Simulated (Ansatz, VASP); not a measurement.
## NaB4 in VASP and in Ansatz

```
Na B
1.0
     4.26815    0.00000    0.00000
    -2.13407    3.69633    0.00000
     0.00000    0.00000    4.80884
Na B
1 4
Direct
  0.00000 0.00000 0.00000
  0.50000 0.00000 0.00000
  0.00000 0.50000 0.00000
  0.50000 0.50000 0.00000
  0.00000 0.00000 0.50000
```

Alike in both runs: functional PBE; k mesh 5 × 5 × 4; occupations gaussian, width 0.2 eV; no spin polarisation.

Ansatz relaxed the structure, and its values are those at the end. VASP's run is a single point on that final structure, the one shown.

```csv
,VASP,Ansatz
version,VASP 6.6.1,Ansatz 0.2.0
potentials or method,"VASP PAW PBE potentials, release 64 (Na_pv, B), cutoff 500 eV","scalar-relativistic, plane waves, PAW"
valence electrons in the cell,19,21
```

```csv
,VASP,Ansatz,Ansatz less VASP
gap on the k mesh at the Fermi level (eV),none,none,-
pressure (GPa),0.5,0.2,-0.23
```

A gap of «none» marks a metal or a gap that the smearing closes. VASP's potentials hold 19 valence electrons a cell and Ansatz's 21, so a difference there can come from the potentials and not from the codes.
